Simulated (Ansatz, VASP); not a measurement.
**One calculation of PtSe2, two programs**

Contents of INCAR:

```
SYSTEM = PtSe2
PREC = Accurate ; ENCUT = 520
EDIFF = 1E-6 ; ISMEAR = 0
SIGMA = 0.05 ; LREAL = .False.
LASPH = .True. ; NELM = 60
ALGO = Normal ; ISIF = 2
LWAVE = .False. ; LCHARG = .False.
GGA = PE ; NBANDS = 18
```

File KPOINTS:

```
Automatic mesh
0
Gamma
  12 12 4
  0 0 0
```

Contents of POSCAR:

```
PtSe2
1.0
    3.7516620337      0.0000000000      0.0000000000
   -1.8758310169      3.2490346276      0.0000000000
    0.0000000000      0.0000000000      6.5268785481
Pt Se
1 2
Direct
    0.0000000000      0.0000000000      0.0000000000
    0.3333333333      0.6666666667      0.2001869949
    0.6666666667      0.3333333333      0.7998130051
```

Input for Ansatz:

```yaml
crystal:
  lattice:
    - [3.7516620337, 0.0, 0.0]
    - [-1.8758310169, 3.2490346276, 0.0]
    - [0.0, 0.0, 6.5268785481]
  atoms:
    - { symbol: Pt, position: [0.0, 0.0, 0.0] }
    - { symbol: Se, position: [0.3333333333, 0.6666666667, 0.2001869949] }
    - { symbol: Se, position: [0.6666666667, 0.3333333333, 0.7998130051] }
basis:
  ecutwfc: 420
kpoints:
  mp_grid: { grid: [12, 12, 4] }
hamiltonian:
  xc: pbe
scf:
  occupations: { method: gaussian, width: 0.05 }
output:
  forces: true
  stress: true
  eigenvalues: true
  write_density: true
  write_potential: true
  elf: true
  volumetric_format: npy
```

Alike in both runs: task single point; functional PBE; k mesh 12 × 12 × 4; occupations gaussian, width 0.05 eV; no spin polarisation.

|  | VASP | Ansatz |
| --- | --- | --- |
| version | VASP 6.6.1 | Ansatz 0.2.0 |
| potentials or method | VASP PAW PBE potentials, release 64 (Pt, Se), cutoff 520 eV | scalar-relativistic, plane waves, PAW |
| valence electrons in the cell | 22 | 50 |

VASP gave:

* gap on the k mesh at the Fermi level (eV): 0.89
* least direct gap on the mesh (eV): 1.04
* pressure (GPa): 0.0

**Question.** Which values does Ansatz return?

**Answer.** gap on the k mesh at the Fermi level (eV): 0.90; least direct gap on the mesh (eV): 1.05; pressure (GPa): 0.0.

The functional is the same, so the differences come from potentials, cutoffs and numerics. VASP's potentials hold 22 valence electrons a cell and Ansatz's 50, so a difference there can come from the potentials and not from the codes.

Spin-orbit coupling is off throughout.
